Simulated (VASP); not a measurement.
# CaH4 (tetrahydride) (I4/mmm) in VASP: notebook

Runs on CaH4 (tetrahydride). Level: PBEsol. Tasks: single point.

Program: VASP 6.6.1. These are calculated values, not measurements. Logs are shortened: lines on timing, memory, paths and dates and some standing lists are left out, and cuts for length are marked.

**1. The cell of the first run**

Symmetry: I4/mmm, No. 139, tetragonal system. Conventional cell: a = 3.285 Å, b = 3.285 Å, c = 5.507 Å, α = 90.00°, β = 90.00°, γ = 90.00°. Within 2.8 Å of Ca (site symmetry 4/mmm) lie 18 H at 2.14 to 2.39 Å. H (site symmetry -4m2) has 8 H at 1.83 to 2.32 Å and 4 Ca at 2.14 Å within 2.4 Å. H (site symmetry 4mm) has 1 H at 1.15 Å within 1.5 Å.

**2. Single point, PBEsol**

Input file INCAR:

```
PREC = Accurate
ENCUT = 500
EDIFF = 1E-6
ISMEAR = 0
SIGMA = 0.03
LREAL = F
LASPH = T
NELM = 120
ALGO = Normal
ISIF = 2
LWAVE = F
LCHARG = F
GGA = PS
NBANDS = 15
GGA_COMPAT = F
```

Input file KPOINTS:

```
regular mesh
0
Gamma
  10 10 10
```

Input file POSCAR:

```
CaH4
1.0
   -1.6423997432      1.6423997432      2.7535200863
    1.6423997432     -1.6423997432      2.7535200863
    1.6423997432      1.6423997432     -2.7535200863
Ca H
1 4
Direct
    0.0000000000      0.0000000000      0.0000000000
    0.7500000000      0.2500000000      0.5000000000
    0.2500000000      0.7500000000      0.5000000000
    0.3952494531      0.3952494531      0.0000000000
    0.6047505469      0.6047505469      0.0000000000
```

Potentials or basis: VASP PAW PBE potentials, release 64 (Ca_sv, H).

Launch:

```
cat potpaw_PBE.64/Ca_sv/POTCAR potpaw_PBE.64/H/POTCAR > POTCAR
mpirun -np 1 vasp_std > vasp.out
```

OUTCAR:

```text
PREC = Accurate
   ENCUT = 500
   EDIFF = 1E-6
   ISMEAR = 0
   LREAL = F
   LASPH = T
   NELM = 120
   ISIF = 2
   GGA = PS

 ion  position               nearest neighbor table
   1  0.000  0.000  0.000-
   2  0.750  0.250  0.500-
   3  0.250  0.750  0.500-
   4  0.395  0.395  0.000-
   5  0.605  0.605  0.000-

  LATTYP: Found a body centered tetragonal cell.
 ALAT       =     3.2847994864
 C/A-ratio  =     1.6765224774

  Lattice vectors:

 A1 = (  -1.6423997432,   1.6423997432,   2.7535200863)
 A2 = (   1.6423997432,  -1.6423997432,   2.7535200863)
 A3 = (   1.6423997432,   1.6423997432,  -2.7535200863)

Analysis of symmetry for initial positions (statically):
=====================================================================
 Subroutine PRICEL returns:
 Original cell was already a primitive cell.

 Routine SETGRP: Setting up the symmetry group for a
 body centered tetragonal supercell.

 Subroutine GETGRP returns: Found 16 space group operations
 (whereof 16 operations were pure point group operations)
 out of a pool of 16 trial point group operations.

The static configuration has the point symmetry D_4h.

Analysis of symmetry for dynamics (positions and initial velocities):
=====================================================================
 Subroutine PRICEL returns:
 Original cell was already a primitive cell.

 Routine SETGRP: Setting up the symmetry group for a
 body centered tetragonal supercell.

 Subroutine GETGRP returns: Found 16 space group operations
 (whereof 16 operations were pure point group operations)
 out of a pool of 16 trial point group operations.

The dynamic configuration has the point symmetry D_4h.

 Subroutine INISYM returns: Found 16 space group operations
 (whereof 16 operations are pure point group operations),
 and found     1 'primitive' translations

----------------------------------------------------------------------------------------

                                     Primitive cell

  volume of cell :      29.7102

  direct lattice vectors                    reciprocal lattice vectors
    -1.642399743  1.642399743  2.753520086     0.000000000  0.304432585  0.181585746
     1.642399743 -1.642399743  2.753520086     0.304432585  0.000000000  0.181585746
     1.642399743  1.642399743 -2.753520086     0.304432585  0.304432585  0.000000000

  length of vectors
     3.602336283  3.602336283  3.602336283     0.354475080  0.354475080  0.430532691

  position of ions in fractional coordinates (direct lattice)
     0.000000000  0.000000000  0.000000000
     0.750000000  0.250000000  0.500000000
     0.250000000  0.750000000  0.500000000
     0.395249453  0.395249453  0.000000000
     0.604750547  0.604750547  0.000000000

  ion indices of the primitive-cell ions
   primitive index   ion index
                 1           1
                 2           2
                 3           3
                 4           4
                 5           5

----------------------------------------------------------------------------------------

 KPOINTS: regular mesh

Automatic generation of k-mesh.
 Grid dimensions read from file:
 generate k-points for:   10   10   10

 Generating k-lattice:

  Cartesian coordinates                     Fractional coordinates (reciprocal lattice)
     0.000000000  0.030443259  0.018158575     0.100000000 -0.000000000  0.000000000
     0.030443259  0.000000000  0.018158575    -0.000000000  0.100000000  0.000000000
     0.030443259  0.030443259  0.000000000     0.000000000  0.000000000  0.100000000

  Length of vectors
     0.035447508  0.035447508  0.043053269

  Shift w.r.t. Gamma in fractional coordinates (k-lattice)
     0.000000000  0.000000000  0.000000000

 Subroutine IBZKPT returns following result:
 ===========================================

 Found    102 irreducible k-points:

 Following reciprocal coordinates:
            Coordinates               Weight
  0.000000  0.000000  0.000000      1.000000
  0.100000 -0.000000  0.000000      8.000000
  0.200000 -0.000000  0.000000      8.000000
  0.300000 -0.000000  0.000000      8.000000
  0.400000 -0.000000  0.000000      8.000000
  0.500000  0.000000  0.000000      4.000000
[... 16 lines left out ...]
  0.300000  0.300000  0.000000      8.000000
  0.400000  0.300000  0.000000     16.000000
 [... further k-points ...]
   k-points           NKPTS =    102   k-points in BZ     NKDIM =    102   number of bands    NBANDS=     15
   number of dos      NEDOS =    301   number of ions     NIONS =      5
   total plane-waves  NPLWV =  21952
   dimension x,y,z NGX =    28 NGY =   28 NGZ =   28
   dimension x,y,z NGXF=    56 NGYF=   56 NGZF=   56
   ions per type =               1   4
   NGX,Y,Z   is equivalent  to a cutoff of  12.92, 12.92, 12.92 a.u.
   NGXF,Y,Z  is equivalent  to a cutoff of  25.84, 25.84, 25.84 a.u.
 SYSTEM =  unknown system
   PREC   = accura    normal or accurate (medium, high low for compatibility)
   ISTART =      0    job   : 0-new  1-cont  2-samecut
   ICHARG =      2    charge: 1-file 2-atom 10-const
   ISPIN  =      1    spin polarized calculation?
   LNONCOLLINEAR =      F non collinear calculations
   LSORBIT =      F    spin-orbit coupling
   LASPH  =      T    aspherical Exc in radial PAW
   ENCUT  =  500.0 eV  36.75 Ry    6.06 a.u.   6.57  6.57  6.57*2*pi/ulx,y,z
   NELM   =    120;   NELMIN=  2; NELMDL= -5     # of ELM steps
   EDIFF  = 0.1E-05   stopping-criterion for ELM
   LREAL  =      F    real-space projection
   EDIFFG = 0.1E-04   stopping-criterion for IOM
   NSW    =      0    number of steps for IOM
   IBRION =     -1    ionic relax: 0-MD 1-quasi-New 2-CG
   NFREE  =      0    steps in history (QN), initial steepest desc. (CG)
   ISIF   =      2    stress and relaxation
   ISYM   =      2    0-nonsym 1-usesym 2-fastsym
   POTIM  = 0.5000    time-step for ionic-motion
   TEBEG  =    0.0;   TEEND  =   0.0 temperature during run
   PSTRESS=    0.0 pullay stress
   NELECT =      14.0000    total number of electrons
   NUPDOWN=      -1.0000    fix difference up-down
   EMIN   =  10.00;   EMAX   =-10.00  energy-range for DOS
   EFERMI =   0.00;   METHOD = LEGACY
   ISMEAR =     0;   SIGMA  =   0.03  broadening in eV -4-tet -1-fermi 0-gaus
   EFERMI_NEDOS =   21; number of points for ismear=-14 and -15
   IALGO  =     38    algorithm
   IMIX   =      4    mixing-type and parameters
     AMIX     =   0.40;   BMIX     =  1.00
     AMIX_MAG =   1.60;   BMIX_MAG =  1.00
  volume/ion in A,a.u.               =       5.94        40.10
  Fermi-wavevector in a.u.,A,eV,Ry     =   1.273940  2.407397 22.081197  1.622922
  Thomas-Fermi vector in A             =   2.406735
   LORBIT       =      0    0 simple, 1 ext, 2 COOP (PROOUT), +10 PAW based schemes
   GGA     = PS    functional components
   LHFCALC =     F    Hartree Fock is set to
   AEXX    =    0.0000 exact exchange contribution
   IVDW    =     0    specifies the selected vdW correction
   LEPSILON=     F    determine dielectric tensor
   LRPA    =     F    only Hartree local field effects (RPA)
 non-spin polarized calculation
 Gauss-broadening in eV      SIGMA  =   0.03
  energy-cutoff  :      500.00
  volume of cell :       29.71
 maximum number of plane-waves:       765
 NGX is ok and might be reduce to    28
   NGX = 13   NGY = 13   NGZ = 13

 number of electron      14.0000002 magnetization

 Free energy of the ion-electron system (eV)
  ---------------------------------------------------
  ext. energy  EPLUGINS =         0.00000000
  ---------------------------------------------------
  free energy    TOTEN  =       -15.32290940 eV

  energy without entropy =      -15.32264759  energy(sigma->0) =      -15.32277849

 E-fermi :   4.2312     XC(G=0): -11.0660

 val. band max:        4.2294899313   @ k =   0.2000   0.2000   0.2000
 cond. band min:       4.2573155716   @ k =   0.4000   0.3000   0.1000
 fundamental gap:      0.0278256403
 Fermi energy:         4.2311887058

 k-point     1 :       0.0000    0.0000    0.0000
  band No.  band energies     occupation
      1     -35.1550      2.00000
      2     -16.1538      2.00000
      3     -16.0574      2.00000
      4     -16.0574      2.00000
      5      -6.6708      2.00000
      6       4.7817      0.00000
      7       5.1941      0.00000
      8       6.8201      0.00000
      9       6.9255      0.00000
     10       7.5245      0.00000
     11       7.5245      0.00000
     12       9.1432      0.00000
     13      10.4058      0.00000
     14      16.3376      0.00000
     15      16.3376      0.00000

 k-point     2 :       0.1000   -0.0000    0.0000
  band No.  band energies     occupation
      1     -35.1455      2.00000
      2     -16.1944      2.00000
      3     -16.1164      2.00000
      4     -16.0583      2.00000
      5      -6.4351      2.00000
      6       3.8153      2.00000
      7       4.5979      0.00000
      8       6.7552      0.00000
      9       7.4383      0.00000
     10       7.6472      0.00000
     11       8.6841      0.00000
     12       9.3682      0.00000
     13      10.0973      0.00000
     14      16.7640      0.00000
     15      16.8736      0.00000

 k-point     3 :       0.2000   -0.0000    0.0000
  band No.  band energies     occupation
      1     -35.1206      2.00000
      2     -16.3879      2.00000
      3     -16.1723      2.00000
      4     -16.0608      2.00000
      5      -5.7844      2.00000
      6       2.0996      2.00000
      7       4.0083      2.00000
      8       6.4175      0.00000
      9       7.9003      0.00000
     10       8.5006      0.00000
     11       9.3051      0.00000
     12       9.5862      0.00000
     13      11.3098      0.00000
     14      16.3429      0.00000
     15      18.0195      0.00000
[... 343 lines left out ...]
 k-point    23 :       0.3000    0.3000    0.0000
  band No.  band energies     occupation
      1     -35.0348      2.00000
      2     -16.6200      2.00000
      3     -16.4746      2.00000
      4     -16.2622      2.00000
      5      -3.3192      2.00000
      6      -0.4274      2.00000
      7       1.1186      2.00000
      8       5.9974      0.00000
      9       9.0913      0.00000
     10       9.3654      0.00000
     11      11.6466      0.00000
     12      12.2846      0.00000
     13      12.8713      0.00000
     14      13.6544      0.00000
     15      16.2239      0.00000

 k-point    24 :       0.4000    0.3000    0.0000
  band No.  band energies     occupation
      1     -35.0215      2.00000
      2     -16.6640      2.00000
      3     -16.4749      2.00000
      4     -16.2961      2.00000
      5      -3.1206      2.00000
      6      -0.6394      2.00000
      7       1.1780      2.00000
      8       5.6063      0.00000
      9       8.8297      0.00000
     10      10.0107      0.00000
     11      11.8615      0.00000
     12      12.2872      0.00000
     13      12.5546      0.00000
     14      13.3168      0.00000
     15      17.4654      0.00000

 [... further k-points ...]
[... 5 lines left out ...]
  --------------------------------------------------------------------------------------
  -------------------------------------------------------------------------------------
  Total        3.5971407      3.5971407      2.8077515      0.0000000      0.0000000      0.0000000
  in kB      193.9822658    193.9822658    151.4130365      0.0000000      0.0000000      0.0000000
  external PRESSURE =     179.7925227 kB  Pullay stress =       0.0000000 kB

 VOLUME and BASIS-vectors are now :
 -----------------------------------------------------------------------------
  energy-cutoff  :      500.00
  volume of cell :       29.71
      direct lattice vectors                 reciprocal lattice vectors
    -1.642399743  1.642399743  2.753520086     0.000000000  0.304432585  0.181585746
     1.642399743 -1.642399743  2.753520086     0.304432585  0.000000000  0.181585746
     1.642399743  1.642399743 -2.753520086     0.304432585  0.304432585  0.000000000

 POSITION                                       TOTAL-FORCE (eV/Angst)
 -----------------------------------------------------------------------------------
      0.00000      0.00000      0.00000         0.000000      0.000000      0.000000
      0.00000      1.64240      1.37676         0.000000      0.000000      0.000000
      1.64240      0.00000      1.37676         0.000000      0.000000      0.000000
      0.00000      0.00000      2.17665        -0.000000     -0.000000      2.314037
      0.00000      0.00000      3.33039        -0.000000     -0.000000     -2.314037
 -----------------------------------------------------------------------------------
    total drift:                               -0.000000     -0.000000      0.000000

  FREE ENERGIE OF THE ION-ELECTRON SYSTEM (eV)
  ---------------------------------------------------
  free  energy   TOTEN  =       -15.3229094023 eV

  energy  without entropy=      -15.3226475856  energy(sigma->0) =      -15.32277849
```

It took 68 s on 1 thread of Intel Xeon 8259CL, shared host; peak memory 0.19 GiB.

What came out:

```yaml
Free_energy: -15.3229 eV
Pressure: 18.0 GPa
Largest_force: 2.314 eV/Å
Band_gap_on_the_k_mesh: zero (band 7 reaches 5.19 eV, above the bottom of band 8 at 3.56 eV)
```

Forces in eV/Å, atoms in the order of the input:
```
Ca   0.000  0.000  0.000
H    0.000  0.000  0.000
H    0.000  0.000  0.000
H    0.000  0.000  2.314
H    0.000  0.000 -2.314
```

Stress tensor (GPa, compression positive):
```
19.40  0.00  0.00
 0.00 19.40  0.00
 0.00  0.00 15.14
```

Caveat: the PAW data sets were made with another functional, which shifts forces and pressure a little.

**3. Single point, PBEsol**

Input file INCAR:

```
PREC = Accurate
ENCUT = 500
EDIFF = 1E-6
ISMEAR = 0
SIGMA = 0.03
LREAL = False
LASPH = True
NELM = 120
ALGO = Normal
ISIF = 2
LWAVE = False
LCHARG = False
GGA = PS
NBANDS = 15
GGA_COMPAT = False
```

KPOINTS is that of step 2.

Changes to POSCAR since step 2:

```diff
@@ -11,3 +11,3 @@
     0.2500000000      0.7500000000      0.5000000000
-    0.3952494531      0.3952494531      0.0000000000
-    0.6047505469      0.6047505469      0.0000000000
+    0.3861701658      0.3861701658      0.0000000000
+    0.6138298342      0.6138298342      0.0000000000
```

Potentials or basis: VASP PAW PBE potentials, release 64 (Ca_sv, H).

Launch:

```
cat potpaw_PBE.64/Ca_sv/POTCAR potpaw_PBE.64/H/POTCAR > POTCAR
mpirun -np 1 vasp_std > vasp.out
```

Wall time 75 s (1 thread of Intel Xeon 8259CL, shared host); peak memory 0.19 GiB.

The run converged. Its results:

* Free energy: -15.1154 eV
* Pressure: 17.3 GPa
* Largest force: 1.864 eV/Å
* Band gap on the k mesh: zero (band 7 reaches 5.75 eV, above the bottom of band 8 at 3.14 eV)

Forces in eV/Å, atoms in the order of the input:
```
Ca   0.000  0.000  0.000
H    0.000  0.000  0.000
H    0.000  0.000  0.000
H    0.000  0.000  1.864
H    0.000  0.000 -1.864
```

Stress tensor (GPa, compression positive):
```
17.33  0.00  0.00
 0.00 17.33  0.00
 0.00  0.00 17.09
```

Levels at points of the mesh, in eV from the Fermi level:
| k point | band 5 | band 6 | band 7 | band 8 | band 9 | band 10 |
| --- | --- | --- | --- | --- | --- | --- |
| (0.00, 0.00, 0.00) | -10.75 | 0.53 | 1.60 | 2.26 | 2.69 | 3.34 |
| (0.50, 0.00, 0.00) | -6.95 | -6.06 | -0.14 | 0.61 | 3.34 | 5.91 |
| (0.50, 0.50, 0.00) | -7.36 | -4.33 | -3.06 | 0.44 | 5.72 | 6.04 |
| (0.50, 0.50, 0.50) | -7.23 | -5.86 | -2.84 | 6.92 | 6.92 | 6.95 |

Caveat: the PAW data sets were made with another functional, which shifts forces and pressure a little.
